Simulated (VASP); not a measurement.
# KF (Fm-3m) in VASP: a series of runs

Runs on KF. Level: PBE. Tasks: single point.

All numbers are computed with VASP 6.6.1; they aren't measurements. Logs are shortened: lines on timing, memory, paths and dates and some standing lists are left out, and cuts for length are marked.

## Step 1: The cell of the first run

Symmetry: Fm-3m, No. 225, cubic system. Conventional cell: a = 5.420 Å, b = 5.420 Å, c = 5.420 Å, α = 90.00°, β = 90.00°, γ = 90.00°. Within 3.6 Å of K (site symmetry m-3m) lie 6 F at 2.71 Å. Within 3.6 Å of F (site symmetry m-3m) lie 6 K at 2.71 Å.

## Step 2: Single point, PBE

INCAR

```
SYSTEM = KF
PREC     = Accurate       ! precision mode
ENCUT    = 520            ! plane-wave cutoff, eV
EDIFF    = 1E-7           ! SCF threshold, eV
ISMEAR   = 0              ! smearing method
SIGMA    = 0.05           ! smearing width, eV
LREAL    = .FALSE.        ! projectors in reciprocal space
LASPH    = .TRUE.         ! aspherical terms in the spheres
NELM     = 60             ! most SCF steps
ALGO     = Normal         ! electronic algorithm
ISIF     = 2              ! what is computed and relaxed
LWAVE    = .FALSE.        ! write WAVECAR
LCHARG   = .FALSE.        ! write CHGCAR
GGA      = PE             ! functional
NBANDS   = 15             ! bands
```

KPOINTS

```
Automatic mesh
0
G
  12 12 12
  0 0 0
```

POSCAR

```
KF
1.0
    0.0000000000      2.7102459630      2.7102459630
    2.7102459630      0.0000000000      2.7102459630
    2.7102459630      2.7102459630      0.0000000000
K F
1 1
Direct
    0.0000000000      0.0000000000      0.0000000000
    0.5000000000      0.5000000000      0.5000000000
```

Potentials or basis: VASP PAW PBE potentials, release 64 (K_sv, F).

The run is started by

```console
$ cat potpaw_PBE.64/K_sv/POTCAR potpaw_PBE.64/F/POTCAR > POTCAR
$ mpirun -np 1 vasp_std > vasp.out
```

OUTCAR:

```text
SYSTEM = KF
   PREC = Accurate
   ENCUT = 520
   EDIFF = 1E-7
   ISMEAR = 0
   LREAL = .FALSE.
   LASPH = .TRUE.
   NELM = 60
   ISIF = 2
   GGA = PE

 ion  position               nearest neighbor table
   1  0.000  0.000  0.000-   2 2.71   2 2.71   2 2.71   2 2.71   2 2.71   2 2.71
   2  0.500  0.500  0.500-   1 2.71   1 2.71   1 2.71   1 2.71   1 2.71   1 2.71

  LATTYP: Found a face centered cubic cell.
 ALAT       =     5.4204919260

  Lattice vectors:

 A1 = (   0.0000000000,   2.7102459630,   2.7102459630)
 A2 = (   2.7102459630,   0.0000000000,   2.7102459630)
 A3 = (   2.7102459630,   2.7102459630,   0.0000000000)

Analysis of symmetry for initial positions (statically):
=====================================================================
 Subroutine PRICEL returns:
 Original cell was already a primitive cell.

 Routine SETGRP: Setting up the symmetry group for a
 face centered cubic supercell.

 Subroutine GETGRP returns: Found 48 space group operations
 (whereof 48 operations were pure point group operations)
 out of a pool of 48 trial point group operations.

The static configuration has the point symmetry O_h .

Analysis of symmetry for dynamics (positions and initial velocities):
=====================================================================
 Subroutine PRICEL returns:
 Original cell was already a primitive cell.

 Routine SETGRP: Setting up the symmetry group for a
 face centered cubic supercell.

 Subroutine GETGRP returns: Found 48 space group operations
 (whereof 48 operations were pure point group operations)
 out of a pool of 48 trial point group operations.

The dynamic configuration has the point symmetry O_h .

 Subroutine INISYM returns: Found 48 space group operations
 (whereof 48 operations are pure point group operations),
 and found     1 'primitive' translations

----------------------------------------------------------------------------------------

                                     Primitive cell

  volume of cell :      39.8159

  direct lattice vectors                    reciprocal lattice vectors
     0.000000000  2.710245963  2.710245963    -0.184485101  0.184485101  0.184485101
     2.710245963  0.000000000  2.710245963     0.184485101 -0.184485101  0.184485101
     2.710245963  2.710245963  0.000000000     0.184485101  0.184485101 -0.184485101

  length of vectors
     3.832866598  3.832866598  3.832866598     0.319537568  0.319537568  0.319537568

  position of ions in fractional coordinates (direct lattice)
     0.000000000  0.000000000  0.000000000
     0.500000000  0.500000000  0.500000000

  ion indices of the primitive-cell ions
   primitive index   ion index
                 1           1
                 2           2

----------------------------------------------------------------------------------------

 KPOINTS: Automatic mesh

Automatic generation of k-mesh.
 Grid dimensions read from file:
 generate k-points for:   12   12   12

 Generating k-lattice:

  Cartesian coordinates                     Fractional coordinates (reciprocal lattice)
    -0.015373758  0.015373758  0.015373758     0.083333333  0.000000000  0.000000000
     0.015373758 -0.015373758  0.015373758     0.000000000  0.083333333  0.000000000
     0.015373758  0.015373758 -0.015373758     0.000000000  0.000000000  0.083333333

  Length of vectors
     0.026628131  0.026628131  0.026628131

  Shift w.r.t. Gamma in fractional coordinates (k-lattice)
     0.000000000  0.000000000  0.000000000

 Subroutine IBZKPT returns following result:
 ===========================================

 Found     72 irreducible k-points:

 Following reciprocal coordinates:
            Coordinates               Weight
  0.000000  0.000000  0.000000      1.000000
  0.083333  0.000000  0.000000      8.000000
  0.166667  0.000000  0.000000      8.000000
  0.250000  0.000000  0.000000      8.000000
  0.333333  0.000000  0.000000      8.000000
  0.416667  0.000000  0.000000      8.000000
[... 16 lines left out ...]
  0.500000  0.166667  0.000000     24.000000
 -0.416667  0.166667  0.000000     24.000000
 [... further k-points ...]
   k-points           NKPTS =     72   k-points in BZ     NKDIM =     72   number of bands    NBANDS=     15
   number of dos      NEDOS =    301   number of ions     NIONS =      2
   total plane-waves  NPLWV =  27000
   dimension x,y,z NGX =    30 NGY =   30 NGZ =   30
   dimension x,y,z NGXF=    60 NGYF=   60 NGZF=   60
   ions per type =               1   1
   NGX,Y,Z   is equivalent  to a cutoff of  13.01, 13.01, 13.01 a.u.
   NGXF,Y,Z  is equivalent  to a cutoff of  26.02, 26.02, 26.02 a.u.
 SYSTEM =  KF
   PREC   = accura    normal or accurate (medium, high low for compatibility)
   ISTART =      0    job   : 0-new  1-cont  2-samecut
   ICHARG =      2    charge: 1-file 2-atom 10-const
   ISPIN  =      1    spin polarized calculation?
   LNONCOLLINEAR =      F non collinear calculations
   LSORBIT =      F    spin-orbit coupling
   LASPH  =      T    aspherical Exc in radial PAW
   ENCUT  =  520.0 eV  38.22 Ry    6.18 a.u.   7.13  7.13  7.13*2*pi/ulx,y,z
   NELM   =     60;   NELMIN=  2; NELMDL= -5     # of ELM steps
   EDIFF  = 0.1E-06   stopping-criterion for ELM
   LREAL  =      F    real-space projection
   EDIFFG = 0.1E-05   stopping-criterion for IOM
   NSW    =      0    number of steps for IOM
   IBRION =     -1    ionic relax: 0-MD 1-quasi-New 2-CG
   NFREE  =      0    steps in history (QN), initial steepest desc. (CG)
   ISIF   =      2    stress and relaxation
   ISYM   =      2    0-nonsym 1-usesym 2-fastsym
   POTIM  = 0.5000    time-step for ionic-motion
   TEBEG  =    0.0;   TEEND  =   0.0 temperature during run
   PSTRESS=    0.0 pullay stress
   NELECT =      16.0000    total number of electrons
   NUPDOWN=      -1.0000    fix difference up-down
   EMIN   =  10.00;   EMAX   =-10.00  energy-range for DOS
   EFERMI =   0.00;   METHOD = LEGACY
   ISMEAR =     0;   SIGMA  =   0.05  broadening in eV -4-tet -1-fermi 0-gaus
   EFERMI_NEDOS =   21; number of points for ismear=-14 and -15
   IALGO  =     38    algorithm
   IMIX   =      4    mixing-type and parameters
     AMIX     =   0.40;   BMIX     =  1.00
     AMIX_MAG =   1.60;   BMIX_MAG =  1.00
  volume/ion in A,a.u.               =      19.91       134.35
  Fermi-wavevector in a.u.,A,eV,Ry     =   1.208081  2.282942 19.857161  1.459460
  Thomas-Fermi vector in A             =   2.343700
   LORBIT       =      0    0 simple, 1 ext, 2 COOP (PROOUT), +10 PAW based schemes
   GGA     = PE    functional components
   LHFCALC =     F    Hartree Fock is set to
   AEXX    =    0.0000 exact exchange contribution
   IVDW    =     0    specifies the selected vdW correction
   LEPSILON=     F    determine dielectric tensor
   LRPA    =     F    only Hartree local field effects (RPA)
 non-spin polarized calculation
 Gauss-broadening in eV      SIGMA  =   0.05
  energy-cutoff  :      520.00
  volume of cell :       39.82
 maximum number of plane-waves:      1090
 NGX is ok and might be reduce to    30
   NGX = 15   NGY = 15   NGZ = 15

 number of electron      15.9999992 magnetization

 Free energy of the ion-electron system (eV)
  ---------------------------------------------------
  ext. energy  EPLUGINS =         0.00000000
  ---------------------------------------------------
  free energy    TOTEN  =        -8.29929135 eV

  energy without entropy =       -8.29929135  energy(sigma->0) =       -8.29929135

 E-fermi :  -2.6827     XC(G=0):  -8.2116

 val. band max:       -2.9144921371   @ k =   0.0000   0.0000   0.0000
 cond. band min:       3.0324769685   @ k =   0.0000   0.0000   0.0000
 fundamental gap:      5.9469691056
 Fermi energy:        -2.6826908450

 k-point     1 :       0.0000    0.0000    0.0000
  band No.  band energies     occupation
      1     -29.1736      2.00000
      2     -21.5483      2.00000
      3     -12.4531      2.00000
      4     -12.4531      2.00000
      5     -12.4531      2.00000
      6      -2.9145      2.00000
      7      -2.9145      2.00000
      8      -2.9145      2.00000
      9       3.0325      0.00000
     10       7.6436      0.00000
     11       7.6436      0.00000
     12       7.6436      0.00000
     13       9.2593      0.00000
     14       9.2593      0.00000
     15      13.7410      0.00000

 k-point     2 :       0.0833    0.0000    0.0000
  band No.  band energies     occupation
      1     -29.1685      2.00000
      2     -21.5526      2.00000
      3     -12.4702      2.00000
      4     -12.4554      2.00000
      5     -12.4554      2.00000
      6      -2.9762      2.00000
      7      -2.9363      2.00000
      8      -2.9363      2.00000
      9       3.2226      0.00000
     10       7.5220      0.00000
     11       7.7346      0.00000
     12       7.7346      0.00000
     13       9.3175      0.00000
     14       9.3175      0.00000
     15      14.0817      0.00000

 k-point     3 :       0.1667    0.0000    0.0000
  band No.  band energies     occupation
      1     -29.1545      2.00000
      2     -21.5649      2.00000
      3     -12.5166      2.00000
      4     -12.4618      2.00000
      5     -12.4618      2.00000
      6      -3.1332      2.00000
      7      -2.9951      2.00000
      8      -2.9951      2.00000
      9       3.7495      0.00000
     10       7.2622      0.00000
     11       7.9879      0.00000
     12       7.9879      0.00000
     13       9.4947      0.00000
     14       9.4947      0.00000
     15      14.8918      0.00000
[... 343 lines left out ...]
 k-point    23 :       0.5000    0.1667    0.0000
  band No.  band energies     occupation
      1     -29.0920      2.00000
      2     -21.6010      2.00000
      3     -12.7219      2.00000
      4     -12.5701      2.00000
      5     -12.5255      2.00000
      6      -3.5010      2.00000
      7      -3.1943      2.00000
      8      -3.1646      2.00000
      9       6.1253      0.00000
     10       6.9434      0.00000
     11       8.7225      0.00000
     12       9.2949      0.00000
     13      10.9929      0.00000
     14      11.1555      0.00000
     15      12.4041      0.00000

 k-point    24 :      -0.4167    0.1667    0.0000
  band No.  band energies     occupation
      1     -29.0906      2.00000
      2     -21.6034      2.00000
      3     -12.7220      2.00000
      4     -12.5843      2.00000
      5     -12.5091      2.00000
      6      -3.5306      2.00000
      7      -3.2053      2.00000
      8      -3.1682      2.00000
      9       6.1687      0.00000
     10       7.1168      0.00000
     11       8.6867      0.00000
     12       9.2845      0.00000
     13      10.8159      0.00000
     14      11.4962      0.00000
     15      12.2493      0.00000

 [... further k-points ...]

------------------------ aborting loop because EDIFF is reached ----------------------------------------

  FORCE on cell =-STRESS in cart. coord.  units (eV):
  Direction    XX          YY          ZZ          XY          YZ          ZX
  --------------------------------------------------------------------------------------
  -------------------------------------------------------------------------------------
  Total        0.0046189      0.0046189      0.0046189      0.0000000      0.0000000      0.0000000
  in kB        0.1858644      0.1858644      0.1858644      0.0000000      0.0000000      0.0000000
  external PRESSURE =       0.1858644 kB  Pullay stress =       0.0000000 kB

 VOLUME and BASIS-vectors are now :
 -----------------------------------------------------------------------------
  energy-cutoff  :      520.00
  volume of cell :       39.82
      direct lattice vectors                 reciprocal lattice vectors
     0.000000000  2.710245963  2.710245963    -0.184485101  0.184485101  0.184485101
     2.710245963  0.000000000  2.710245963     0.184485101 -0.184485101  0.184485101
     2.710245963  2.710245963  0.000000000     0.184485101  0.184485101 -0.184485101

 POSITION                                       TOTAL-FORCE (eV/Angst)
 -----------------------------------------------------------------------------------
      0.00000      0.00000      0.00000        -0.000000     -0.000000     -0.000000
      2.71025      2.71025      2.71025         0.000000      0.000000      0.000000
 -----------------------------------------------------------------------------------
    total drift:                                0.000000      0.000000      0.000000

  FREE ENERGIE OF THE ION-ELECTRON SYSTEM (eV)
  ---------------------------------------------------
  free  energy   TOTEN  =        -8.2992913487 eV

  energy  without entropy=       -8.2992913487  energy(sigma->0) =       -8.29929135
```

It took 97 s on 1 thread of AMD EPYC 7R13, shared host; peak memory 0.16 GiB.

What came out:

```yaml
Free_energy: -8.2993 eV
Pressure: 0.0 GPa
Band_gap_on_the_k_mesh: 5.95 eV
```

Levels at points of the mesh, in eV from the valence-band top:
```tsv
k point	band 6	band 7	band 8	band 9	band 10	band 11
(0.00, 0.00, 0.00)	0.00	0.00	0.00	5.95	10.56	10.56
(0.50, 0.00, 0.00)	-0.75	-0.31	-0.31	8.89	10.29	11.87
(0.50, 0.50, 0.00)	-0.23	-0.06	-0.06	8.16	10.07	11.47
```

(Part 1 of 2 ends here.)
